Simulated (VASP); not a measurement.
# Ti in VASP: further runs

Ti is run at these levels: PBE; tasks: single point.

All numbers are computed with VASP 6.6.1; they aren't measurements. Logs are shortened: lines on timing, memory, paths and dates and some standing lists are left out, and cuts for length are marked.

## 1. The cell of the first run

The typed cell holds 1 atom: a = 2.924 Å, b = 2.924 Å, c = 2.924 Å, α = 120.00°, β = 120.00°, γ = 90.01°.

This isn't the form of Ti at room conditions, which is hcp.

## 2. Single point, PBE

The input, INCAR:

```
PREC = Accurate
ENCUT = 520
EDIFF = 1E-6
ISMEAR = 0
SIGMA = 0.15
LREAL = False
LASPH = True
NELM = 100
ALGO = Fast
ISIF = 2
LWAVE = False
LCHARG = False
GGA = PE
NBANDS = 12
```

The input, KPOINTS:

```
Automatic mesh
0
Gamma
  22 22 22
```

The input, POSCAR:

```
Ti
1.0
   -1.4620383950      1.4620383950      2.0673222905
    1.4620383950     -1.4620383950      2.0673222905
    1.4620383950      1.4620383950     -2.0673222905
Ti
1
Direct
    0.0000000000      0.0000000000      0.0000000000
```

Potentials or basis: VASP PAW PBE potentials, release 64 (Ti_sv).

On the command line:

```sh
cat potpaw_PBE.64/Ti_sv/POTCAR > POTCAR
mpirun -np 1 vasp_std > vasp.out
```

OUTCAR:

```text
PREC = Accurate
   ENCUT = 520
   EDIFF = 1E-6
   ISMEAR = 0
   LREAL = False
   LASPH = True
   NELM = 100
   ISIF = 2
   GGA = PE

 ion  position               nearest neighbor table
   1  0.000  0.000  0.000-

  LATTYP: Found a body centered tetragonal cell.
 ALAT       =     2.9240767900
 C/A-ratio  =     1.4140000000

  Lattice vectors:

 A1 = (  -1.4620383950,   1.4620383950,   2.0673222905)
 A2 = (   1.4620383950,  -1.4620383950,   2.0673222905)
 A3 = (   1.4620383950,   1.4620383950,  -2.0673222905)

Analysis of symmetry for initial positions (statically):
=====================================================================
 Subroutine PRICEL returns:
 Original cell was already a primitive cell.

 Routine SETGRP: Setting up the symmetry group for a
 body centered tetragonal supercell.

 Subroutine GETGRP returns: Found 16 space group operations
 (whereof 16 operations were pure point group operations)
 out of a pool of 16 trial point group operations.

The static configuration has the point symmetry D_4h.

Analysis of symmetry for dynamics (positions and initial velocities):
=====================================================================
 Subroutine PRICEL returns:
 Original cell was already a primitive cell.

 Routine SETGRP: Setting up the symmetry group for a
 body centered tetragonal supercell.

 Subroutine GETGRP returns: Found 16 space group operations
 (whereof 16 operations were pure point group operations)
 out of a pool of 16 trial point group operations.

The dynamic configuration has the point symmetry D_4h.

 Subroutine INISYM returns: Found 16 space group operations
 (whereof 16 operations are pure point group operations),
 and found     1 'primitive' translations

----------------------------------------------------------------------------------------

                                     Primitive cell

  volume of cell :      17.6761

  direct lattice vectors                    reciprocal lattice vectors
    -1.462038395  1.462038395  2.067322290     0.000000000  0.341988283  0.241858757
     1.462038395 -1.462038395  2.067322290     0.341988283  0.000000000  0.241858757
     1.462038395  1.462038395 -2.067322290     0.341988283  0.341988283  0.000000000

  length of vectors
     2.923856014  2.923856014  2.923856014     0.418869483  0.418869483  0.483644468

  position of ions in fractional coordinates (direct lattice)
     0.000000000  0.000000000  0.000000000

  ion indices of the primitive-cell ions
   primitive index   ion index
                 1           1

[... 82 lines left out ...]
   NELECT =      12.0000    total number of electrons
   NUPDOWN=      -1.0000    fix difference up-down
   EMIN   =  10.00;   EMAX   =-10.00  energy-range for DOS
   EFERMI =   0.00;   METHOD = LEGACY
   ISMEAR =     0;   SIGMA  =   0.15  broadening in eV -4-tet -1-fermi 0-gaus
   EFERMI_NEDOS =   21; number of points for ismear=-14 and -15
   IALGO  =     68    algorithm
   IMIX   =      4    mixing-type and parameters
     AMIX     =   0.40;   BMIX     =  1.00
     AMIX_MAG =   1.60;   BMIX_MAG =  1.00
  volume/ion in A,a.u.               =      17.68       119.28
  Fermi-wavevector in a.u.,A,eV,Ry     =   1.438821  2.718977 28.166848  2.070205
  Thomas-Fermi vector in A             =   2.557745
   LORBIT       =      0    0 simple, 1 ext, 2 COOP (PROOUT), +10 PAW based schemes
   GGA     = PE    functional components
   LHFCALC =     F    Hartree Fock is set to
   AEXX    =    0.0000 exact exchange contribution
   IVDW    =     0    specifies the selected vdW correction
   LEPSILON=     F    determine dielectric tensor
   LRPA    =     F    only Hartree local field effects (RPA)
 non-spin polarized calculation
 RMM-DIIS sequential band-by-band and
 Gauss-broadening in eV      SIGMA  =   0.15
  energy-cutoff  :      520.00
  volume of cell :       17.68
 maximum number of plane-waves:       531
 NGX is ok and might be reduce to    24
   NGX = 11   NGY = 11   NGZ = 11

 number of electron      11.9999999 magnetization

 Free energy of the ion-electron system (eV)
  ---------------------------------------------------
  ext. energy  EPLUGINS =         0.00000000
  ---------------------------------------------------
  free energy    TOTEN  =        -7.78576062 eV

  energy without entropy =       -7.76576056  energy(sigma->0) =       -7.77576059

 E-fermi :   8.0351     XC(G=0): -11.4165

 val. band max:        8.0348853686   @ k =   0.3182   0.3182   0.0000
 cond. band min:       8.0360104816   @ k =  -0.3182   0.3182   0.3182
 fundamental gap:      0.0011251130
 Fermi energy:         8.0351063739

 k-point     1 :       0.0000    0.0000    0.0000
  band No.  band energies     occupation
      1     -48.7060      2.00000
      2     -24.5850      2.00000
      3     -24.5850      2.00000
      4     -24.5850      2.00000
      5       1.9815      2.00000
      6       8.8980      0.00000
      7       8.8980      0.00000
      8       8.8992      0.00000
      9      10.4896      0.00000
     10      10.4910      0.00000
     11      23.1834      0.00000
     12      27.5739      0.00000
[... 331 lines left out ...]
 k-point    24 :      -0.4545    0.0455   -0.0000
  band No.  band energies     occupation
      1     -48.5957      2.00000
      2     -25.1889      2.00000
      3     -24.6692      2.00000
      4     -24.6686      2.00000
      5       5.4541      2.00000
      6       8.3473      0.00325
      7       8.8085      0.00000
      8       8.8680      0.00000
      9      11.4824      0.00000
     10      11.4987      0.00000
     11      16.4237      0.00000
     12      22.5823      0.00000

 [... further k-points ...]

------------------------ aborting loop because EDIFF is reached ----------------------------------------

  FORCE on cell =-STRESS in cart. coord.  units (eV):
  Direction    XX          YY          ZZ          XY          YZ          ZX
  --------------------------------------------------------------------------------------
  -------------------------------------------------------------------------------------
  Total       -0.2218561     -0.2218561     -0.2212931      0.0000000      0.0000000      0.0000000
  in kB      -20.1092699    -20.1092699    -20.0582349      0.0000000      0.0000000      0.0000000
  external PRESSURE =     -20.0922583 kB  Pullay stress =       0.0000000 kB

 VOLUME and BASIS-vectors are now :
 -----------------------------------------------------------------------------
  energy-cutoff  :      520.00
  volume of cell :       17.68
      direct lattice vectors                 reciprocal lattice vectors
    -1.462038395  1.462038395  2.067322290     0.000000000  0.341988283  0.241858757
     1.462038395 -1.462038395  2.067322290     0.341988283  0.000000000  0.241858757
     1.462038395  1.462038395 -2.067322290     0.341988283  0.341988283  0.000000000

 POSITION                                       TOTAL-FORCE (eV/Angst)
 -----------------------------------------------------------------------------------
      0.00000      0.00000      0.00000         0.000000      0.000000     -0.000000
 -----------------------------------------------------------------------------------
    total drift:                                0.000000      0.000000     -0.000000

  FREE ENERGIE OF THE ION-ELECTRON SYSTEM (eV)
  ---------------------------------------------------
  free  energy   TOTEN  =        -7.7857606182 eV

  energy  without entropy=       -7.7657605639  energy(sigma->0) =       -7.77576059
```

stdout:

```text
POSCAR found type information on POSCAR Ti
 POSCAR found :  1 types and       1 ions
 scaLAPACK will be used
 LDA part: xc-table for (Slater+PW92), standard interpolation
 POSCAR, INCAR and KPOINTS ok, starting setup
 FFT: planning ... GRIDC
 FFT: planning ... GRID_SOFT
 FFT: planning ... GRID
 WAVECAR not read
 entering main loop
WARNING in EDDRMM: call to ZHEGV failed, returncode =   8  4     11
WARNING in EDDRMM: call to ZHEGV failed, returncode =   8  4     12
WARNING in EDDRMM: call to ZHEGV failed, returncode =   6  3      6
WARNING in EDDRMM: call to ZHEGV failed, returncode =   8  4      5
WARNING in EDDRMM: call to ZHEGV failed, returncode =   8  4      5
WARNING in EDDRMM: call to ZHEGV failed, returncode =   6  3      5
WARNING in EDDRMM: call to ZHEGV failed, returncode =   8  4      5
WARNING in EDDRMM: call to ZHEGV failed, returncode =   6  3      9
WARNING in EDDRMM: call to ZHEGV failed, returncode =   6  3      6
WARNING in EDDRMM: call to ZHEGV failed, returncode =   6  3      6
WARNING in EDDRMM: call to ZHEGV failed, returncode =   6  3      5
WARNING in EDDRMM: call to ZHEGV failed, returncode =   8  4      7
WARNING in EDDRMM: call to ZHEGV failed, returncode =   8  4      7
```

It took 2.3 min on 1 thread of Intel Xeon Platinum 8488C (Sapphire Rapids), shared host; peak memory 0.29 GiB.

What came out:

| Property | Result |
| --- | --- |
| Free energy | -7.7858 eV |
| Pressure | -2.0 GPa |
| Band gap on the k mesh | zero (bands 6 and 7 overlap by 1.35 eV) |

## 3. Single point, PBE

Edit INCAR of step 2 so:

```diff
@@ -7,3 +7,3 @@
 LASPH = True
-NELM = 100
+NELM = 80
 ALGO = Fast
```

The input, KPOINTS:

```
regular mesh
0
Gamma
  22 22 22
```

The input, POSCAR:

```
Ti
1.0
   -1.4335455426      1.4335455426      2.1503183139
    1.4335455426     -1.4335455426      2.1503183139
    1.4335455426      1.4335455426     -2.1503183139
Ti
1
Direct
    0.0000000000      0.0000000000      0.0000000000
```

Potentials or basis: VASP PAW PBE potentials, release 64 (Ti_sv).

On the command line:

```sh
cat potpaw_PBE.64/Ti_sv/POTCAR > POTCAR
mpirun -np 1 vasp_std > vasp.out
```

It took 2.2 min on 1 thread of Intel Xeon Platinum 8488C (Sapphire Rapids), shared host; peak memory 0.28 GiB.

The run converged. Its results:

```
Free energy            : -7.7814 eV
Pressure               : -2.0 GPa
Band gap on the k mesh : zero (bands 6 and 7 overlap by 1.20 eV)
```

Stress tensor (GPa, compression positive):
```
-1.35  0.00  0.00
 0.00 -1.35  0.00
 0.00  0.00 -3.32
```

Levels at points of the mesh, in eV from the Fermi level:
| k point | band 4 | band 5 | band 6 | band 7 | band 8 | band 9 |
| --- | --- | --- | --- | --- | --- | --- |
| (0.00, 0.00, 0.00) | -32.60 | -6.04 | 0.57 | 1.04 | 1.04 | 2.17 |
| (0.50, 0.00, 0.00) | -32.66 | -2.53 | 0.53 | 0.61 | 1.02 | 3.41 |
| (0.50, 0.50, 0.00) | -32.81 | -2.49 | -1.67 | 3.14 | 3.46 | 3.59 |
| (0.50, 0.50, 0.50) | -32.79 | -2.53 | -1.57 | 2.09 | 3.53 | 3.75 |
